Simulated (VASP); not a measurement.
Here is a VASP 6.6.1 calculation.

The input INCAR:

```
SYSTEM = HfB
ALGO = Normal
EDIFF = 1E-6
EDIFFG = -0.008
ENCUT = 600
GGA = PE
IBRION = 2
ISIF = 3
ISMEAR = 0
LASPH = .TRUE.
LCHARG = .FALSE.
LREAL = .FALSE.
LWAVE = .FALSE.
NELM = 60
NSW = 70
PREC = Accurate
PSTRESS = 300.0
SIGMA = 0.1
```

File KPOINTS:

```
k-points
0
G
  16 16 16
  0 0 0
```

Contents of POSCAR:

```
HfB
1.0
    0.0000000000      2.3079295509      2.3079295509
    2.3079295509      0.0000000000      2.3079295509
    2.3079295509      2.3079295509      0.0000000000
Hf B
1 1
Direct
    0.5000000000      0.5000000000      0.5000000000
    0.0000000000      0.0000000000      0.0000000000
```

Potentials or basis: VASP PAW PBE potentials, release 64 (Hf_pv, B).

Run with:

```bash
$ cat potpaw_PBE.64/Hf_pv/POTCAR potpaw_PBE.64/B/POTCAR > POTCAR
$ mpirun -np 1 vasp_std > vasp.out
```

Task: What does it give for the relaxed cell?

Result: a = 3.269 Å, b = 3.269 Å, c = 3.269 Å, α = 60.00°, β = 60.00°, γ = 60.00°.

Task: What does it give for the relaxed volume?

Result: 12.36 Å³/atom.

Task: What does it give for the space group after relaxing (to 0.05 Å)?

Result: Fm-3m (No. 225).

Final structure:
```xyz
2
Lattice="0.0000 2.3119 2.3119 2.3119 0.0000 2.3119 2.3119 2.3119 0.0000" Properties=species:S:1:pos:R:3 pbc="T T T"
Hf    2.3119    2.3119    2.3119
B     0.0000    0.0000    0.0000
```

Caveat: the cell is relaxed towards a set pressure, so the enthalpy falls and the energy may rise. PBE usually gives volumes a little too large and moduli too small.
